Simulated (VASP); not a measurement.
# C (Fd-3m) in VASP: further runs, part 2 of 2

VASP 6.6.1. Earlier steps stand in the parts before.

**4. Single point, PBE (volume scaled by 0.91)**

Contents of INCAR:

```
SYSTEM = C
PREC = Accurate
ENCUT = 520
EDIFF = 1E-7
ISMEAR = 0
SIGMA = 0.02
LREAL = .FALSE.
LASPH = .TRUE.
NELM = 60
ALGO = Normal
ISIF = 2
LWAVE = .FALSE.
LCHARG = .FALSE.
GGA = PE
NBANDS = 11
```

Contents of KPOINTS:

```
regular mesh
0
G
  12 12 12
  0 0 0
```

Contents of POSCAR:

```
C
1.0
    0.0000000000      1.7304720723      1.7304720723
    1.7304720723      0.0000000000      1.7304720723
    1.7304720723      1.7304720723      0.0000000000
C
2
Direct
    0.0000000000      0.0000000000      0.0000000000
    0.2500000000      0.2500000000      0.2500000000
```

Potentials or basis: VASP PAW PBE potentials, release 64 (C).

On the command line:

```
$ cat potpaw_PBE.64/C/POTCAR > POTCAR
$ mpirun -np 1 vasp_std > vasp.out
```

OUTCAR:

```text
SYSTEM = C
   PREC = Accurate
   ENCUT = 520
   EDIFF = 1E-7
   ISMEAR = 0
   LREAL = .FALSE.
   LASPH = .TRUE.
   NELM = 60
   ISIF = 2
   GGA = PE

 ion  position               nearest neighbor table
   1  0.000  0.000  0.000-   2 1.50   2 1.50   2 1.50   2 1.50
   2  0.250  0.250  0.250-   1 1.50   1 1.50   1 1.50   1 1.50

  LATTYP: Found a face centered cubic cell.
 ALAT       =     3.4609441446

  Lattice vectors:

 A1 = (   0.0000000000,   1.7304720723,   1.7304720723)
 A2 = (   1.7304720723,   0.0000000000,   1.7304720723)
 A3 = (   1.7304720723,   1.7304720723,   0.0000000000)

Analysis of symmetry for initial positions (statically):
=====================================================================
 Subroutine PRICEL returns:
 Original cell was already a primitive cell.

 Routine SETGRP: Setting up the symmetry group for a
 face centered cubic supercell.

 Subroutine GETGRP returns: Found 48 space group operations
 (whereof 24 operations were pure point group operations)
 out of a pool of 48 trial point group operations.

The static configuration has the point symmetry T_d .
 The point group associated with its full space group is O_h .

Analysis of symmetry for dynamics (positions and initial velocities):
=====================================================================
 Subroutine PRICEL returns:
 Original cell was already a primitive cell.

 Routine SETGRP: Setting up the symmetry group for a
 face centered cubic supercell.

 Subroutine GETGRP returns: Found 48 space group operations
 (whereof 24 operations were pure point group operations)
 out of a pool of 48 trial point group operations.

The dynamic configuration has the point symmetry T_d .
 The point group associated with its full space group is O_h .

 Subroutine INISYM returns: Found 48 space group operations
 (whereof 24 operations are pure point group operations),
 and found     1 'primitive' translations

----------------------------------------------------------------------------------------

                                     Primitive cell

  volume of cell :      10.3639

  direct lattice vectors                    reciprocal lattice vectors
     0.000000000  1.730472072  1.730472072    -0.288938497  0.288938497  0.288938497
     1.730472072  0.000000000  1.730472072     0.288938497 -0.288938497  0.288938497
     1.730472072  1.730472072  0.000000000     0.288938497  0.288938497 -0.288938497

  length of vectors
     2.447257074  2.447257074  2.447257074     0.500456157  0.500456157  0.500456157

  position of ions in fractional coordinates (direct lattice)
     0.000000000  0.000000000  0.000000000
     0.250000000  0.250000000  0.250000000

  ion indices of the primitive-cell ions
   primitive index   ion index
                 1           1
                 2           2

----------------------------------------------------------------------------------------

 KPOINTS: regular mesh

Automatic generation of k-mesh.
 Grid dimensions read from file:
[... 23 lines left out ...]
  0.083333  0.000000  0.000000      8.000000
  0.166667  0.000000  0.000000      8.000000
  0.250000  0.000000  0.000000      8.000000
  0.333333  0.000000  0.000000      8.000000
  0.416667  0.000000  0.000000      8.000000
[... 16 lines left out ...]
  0.500000  0.166667  0.000000     24.000000
 -0.416667  0.166667  0.000000     24.000000
 [... further k-points ...]
   k-points           NKPTS =     72   k-points in BZ     NKDIM =     72   number of bands    NBANDS=     11
   number of dos      NEDOS =    301   number of ions     NIONS =      2
   total plane-waves  NPLWV =   5832
   dimension x,y,z NGX =    18 NGY =   18 NGZ =   18
   dimension x,y,z NGXF=    36 NGYF=   36 NGZF=   36
   ions per type =               2
   NGX,Y,Z   is equivalent  to a cutoff of  12.23, 12.23, 12.23 a.u.
   NGXF,Y,Z  is equivalent  to a cutoff of  24.46, 24.46, 24.46 a.u.
 SYSTEM =  C
   PREC   = accura    normal or accurate (medium, high low for compatibility)
   ISTART =      0    job   : 0-new  1-cont  2-samecut
   ICHARG =      2    charge: 1-file 2-atom 10-const
   ISPIN  =      1    spin polarized calculation?
   LNONCOLLINEAR =      F non collinear calculations
   LSORBIT =      F    spin-orbit coupling
   LASPH  =      T    aspherical Exc in radial PAW
   ENCUT  =  520.0 eV  38.22 Ry    6.18 a.u.   4.55  4.55  4.55*2*pi/ulx,y,z
   NELM   =     60;   NELMIN=  2; NELMDL= -5     # of ELM steps
   EDIFF  = 0.1E-06   stopping-criterion for ELM
   LREAL  =      F    real-space projection
   EDIFFG = 0.1E-05   stopping-criterion for IOM
   NSW    =      0    number of steps for IOM
   IBRION =     -1    ionic relax: 0-MD 1-quasi-New 2-CG
   NFREE  =      0    steps in history (QN), initial steepest desc. (CG)
   ISIF   =      2    stress and relaxation
   ISYM   =      2    0-nonsym 1-usesym 2-fastsym
   POTIM  = 0.5000    time-step for ionic-motion
   TEBEG  =    0.0;   TEEND  =   0.0 temperature during run
   PSTRESS=    0.0 pullay stress
   NELECT =       8.0000    total number of electrons
   NUPDOWN=      -1.0000    fix difference up-down
   EMIN   =  10.00;   EMAX   =-10.00  energy-range for DOS
   EFERMI =   0.00;   METHOD = LEGACY
   ISMEAR =     0;   SIGMA  =   0.02  broadening in eV -4-tet -1-fermi 0-gaus
   EFERMI_NEDOS =   21; number of points for ismear=-14 and -15
   IALGO  =     38    algorithm
   IMIX   =      4    mixing-type and parameters
     AMIX     =   0.40;   BMIX     =  1.00
     AMIX_MAG =   1.60;   BMIX_MAG =  1.00
  volume/ion in A,a.u.               =       5.18        34.97
  Fermi-wavevector in a.u.,A,eV,Ry     =   1.501747  2.837891 30.684476  2.255245
  Thomas-Fermi vector in A             =   2.613078
   LORBIT       =      0    0 simple, 1 ext, 2 COOP (PROOUT), +10 PAW based schemes
   GGA     = PE    functional components
   LHFCALC =     F    Hartree Fock is set to
   AEXX    =    0.0000 exact exchange contribution
   IVDW    =     0    specifies the selected vdW correction
   LEPSILON=     F    determine dielectric tensor
   LRPA    =     F    only Hartree local field effects (RPA)
 non-spin polarized calculation
 Gauss-broadening in eV      SIGMA  =   0.02
  energy-cutoff  :      520.00
  volume of cell :       10.36
 maximum number of plane-waves:       291
   NGX =  9   NGY =  9   NGZ =  9

 number of electron       7.9999999 magnetization

 Free energy of the ion-electron system (eV)
  ---------------------------------------------------
  ext. energy  EPLUGINS =         0.00000000
  ---------------------------------------------------
  free energy    TOTEN  =       -18.03412694 eV

  energy without entropy =      -18.03412694  energy(sigma->0) =      -18.03412694

 E-fermi :  11.2805     XC(G=0): -13.7092

 val. band max:       11.0816816809   @ k =   0.0000   0.0000   0.0000
 cond. band min:      15.4455697323   @ k =   0.3333   0.3333   0.0000
 fundamental gap:      4.3638880515
 Fermi energy:        11.2805156341

 k-point     1 :       0.0000    0.0000    0.0000
  band No.  band energies     occupation
      1     -11.6488      2.00000
      2      11.0817      2.00000
      3      11.0817      2.00000
      4      11.0817      2.00000
      5      16.9214      0.00000
      6      16.9214      0.00000
      7      16.9214      0.00000
      8      26.5448      0.00000
      9      31.5773      0.00000
     10      38.6340      0.00000
     11      38.6340      0.00000
[... 309 lines left out ...]
 k-point    24 :      -0.4167    0.1667    0.0000
  band No.  band energies     occupation
      1      -4.9449      2.00000
      2      -2.3726      2.00000
      3       5.2174      2.00000
      4       7.1712      2.00000
      5      18.9815      0.00000
      6      21.9013      0.00000
      7      23.5030      0.00000
      8      27.6255      0.00000
      9      31.6159      0.00000
     10      36.3061      0.00000
     11      37.4485      0.00000

 [... further k-points ...]

------------------------ aborting loop because EDIFF is reached ----------------------------------------

  FORCE on cell =-STRESS in cart. coord.  units (eV):
  Direction    XX          YY          ZZ          XY          YZ          ZX
  --------------------------------------------------------------------------------------
  -------------------------------------------------------------------------------------
  Total        3.2127559      3.2127559      3.2127559      0.0000000      0.0000000      0.0000000
  in kB      496.6661158    496.6661158    496.6661158      0.0000000      0.0000000      0.0000000
  external PRESSURE =     496.6661158 kB  Pullay stress =       0.0000000 kB

 VOLUME and BASIS-vectors are now :
 -----------------------------------------------------------------------------
  energy-cutoff  :      520.00
  volume of cell :       10.36
      direct lattice vectors                 reciprocal lattice vectors
     0.000000000  1.730472072  1.730472072    -0.288938497  0.288938497  0.288938497
     1.730472072  0.000000000  1.730472072     0.288938497 -0.288938497  0.288938497
     1.730472072  1.730472072  0.000000000     0.288938497  0.288938497 -0.288938497

 POSITION                                       TOTAL-FORCE (eV/Angst)
 -----------------------------------------------------------------------------------
      0.00000      0.00000      0.00000         0.000000      0.000000      0.000000
      0.86524      0.86524      0.86524        -0.000000     -0.000000     -0.000000
 -----------------------------------------------------------------------------------
    total drift:                               -0.000000     -0.000000     -0.000000

  FREE ENERGIE OF THE ION-ELECTRON SYSTEM (eV)
  ---------------------------------------------------
  free  energy   TOTEN  =       -18.0341269360 eV

  energy  without entropy=      -18.0341269360  energy(sigma->0) =      -18.03412694
```

stdout:

```text
POSCAR found type information on POSCAR C
 POSCAR found :  1 types and       2 ions
 scaLAPACK will be used
 LDA part: xc-table for (Slater+PW92), standard interpolation
 POSCAR, INCAR and KPOINTS ok, starting setup
 FFT: planning ... GRIDC
 FFT: planning ... GRID_SOFT
 FFT: planning ... GRID
 WAVECAR not read
 entering main loop
```

Run time: 9.8 s. Hardware: 1 thread of AMD EPYC 7R13, shared host; peak memory 0.08 GiB.

What came out:

| Property | Result |
| --- | --- |
| Free energy | -18.0341 eV |
| Pressure | 49.7 GPa |
| Band gap on the k mesh | 4.36 eV, indirect (least direct gap 5.84 eV) |

Caveat: the cell differs from its parent crystal (volume scaled by 0.91).

**5. Single point, PBE**

This run uses another cell than the first one, of 5.69 Å³/atom, 1.136 times its volume.

Contents of INCAR:

```
PREC = Accurate
ENCUT = 520
EDIFF = 1E-6
ISMEAR = 0
SIGMA = 0.02
LREAL = False
LASPH = True
NELM = 100
ALGO = Normal
ISIF = 2
LWAVE = False
LCHARG = False
GGA = PE
NBANDS = 11
```

Contents of KPOINTS:

```
Automatic mesh
0
Gamma
  12 12 12
```

Contents of POSCAR:

```
C
1.0
    0.0000000000      1.7857368633      1.7857368633
    1.7857368633      0.0000000000      1.7857368633
    1.7857368633      1.7857368633      0.0000000000
C
2
Direct
    0.0000000000      0.0000000000      0.0000000000
    0.2500000000      0.2500000000      0.2500000000
```

On the command line:

```
$ cat potpaw_PBE.64/C/POTCAR > POTCAR
$ mpirun -np 1 vasp_std > vasp.out
```

Wall time 9.4 s (1 thread of AMD EPYC 7R13, shared host); peak memory 0.09 GiB.

Results (log left out):

| Quantity | Value |
| --- | --- |
| Free energy | -18.1858 eV |
| Pressure | 0.7 GPa |
| Band gap on the k mesh | 4.14 eV, indirect (least direct gap 5.58 eV) |

Levels at points of the mesh, in eV from the valence-band top:
```csv
k point,band 1,band 2,band 3,band 4,band 5,band 6,band 7,band 8
"(0.00, 0.00, 0.00)",-21.42,0.00,0.00,0.00,5.58,5.58,5.58,13.24
"(0.50, 0.00, 0.00)",-15.67,-13.33,-2.79,-2.79,8.44,8.44,8.79,15.66
"(0.50, 0.50, 0.00)",-12.74,-12.74,-6.27,-6.27,4.75,4.75,16.75,16.75
```

A k mesh can miss the band edges. A hybrid or GW would open this gap; PBE tends to underestimate it.

**6. Single point, PBE**

This run uses another cell than the first one, of 5.67 Å³/atom, 1.132 times its volume.

Contents of INCAR:

```
SYSTEM = C
ALGO = Normal
EDIFF = 1E-6
ENCUT = 520
GGA = PE
ISIF = 2
ISMEAR = 0
LASPH = .True.
LCHARG = .False.
LREAL = .False.
LWAVE = .False.
NBANDS = 11
NELM = 100
PREC = Accurate
SIGMA = 0.02
```

Contents of KPOINTS:

```
k-points
0
Gamma
  12 12 12
  0 0 0
```

Contents of POSCAR:

```
C
1.0
    0.0000000000      1.7833700000      1.7833700000
    1.7833700000      0.0000000000      1.7833700000
    1.7833700000      1.7833700000      0.0000000000
C
2
Direct
    0.0000000000      0.0000000000      0.0000000000
    0.2500000000      0.2500000000      0.2500000000
```

Potentials or basis: VASP PAW PBE potentials, release 64 (C).

On the command line:

```
$ cat potpaw_PBE.64/C/POTCAR > POTCAR
$ mpirun -np 1 vasp_std > vasp.out
```

Run time: 9.5 s. Hardware: 1 thread of AMD EPYC 7R13, shared host; peak memory 0.09 GiB.

The run converged. Its results:

| Quantity | Value |
| --- | --- |
| Free energy | -18.1852 eV |
| Pressure | 2.5 GPa |
| Band gap on the k mesh | 4.15 eV, indirect (least direct gap 5.59 eV) |

Levels at points of the mesh, in eV from the valence-band top:
```tsv
k point	band 1	band 2	band 3	band 4	band 5	band 6	band 7	band 8
(0.00, 0.00, 0.00)	-21.48	0.00	0.00	0.00	5.59	5.59	5.59	13.33
(0.50, 0.00, 0.00)	-15.70	-13.37	-2.80	-2.80	8.46	8.46	8.85	15.70
(0.50, 0.50, 0.00)	-12.76	-12.76	-6.30	-6.30	4.76	4.76	16.81	16.81
```

A k mesh can miss the band edges. Expect the measured gap to be larger: semilocal functionals such as PBE lack the derivative discontinuity.

**7. The runs side by side**

```tsv
cell	gap on the mesh (eV)	pressure (GPa)
a = 2.420 Å, angles 60.0°, 2 atoms	4.45	71.2
a = 2.474 Å, angles 60.0°, 2 atoms	4.29	31.0
a = 2.447 Å, angles 60.0°, 2 atoms	4.36	49.7
a = 2.525 Å, angles 60.0°, 2 atoms	4.14	0.7
a = 2.522 Å, angles 60.0°, 2 atoms	4.15	2.5
```

Alike in all rows: task single point; level PBE; potentials or basis VASP PAW PBE potentials, release 64 (C); no spin polarisation; k mesh 12 × 12 × 12; cutoff (eV) 520; smearing gaussian 0.02 eV.

Absolute energies hang on the potentials; compare differences alone.
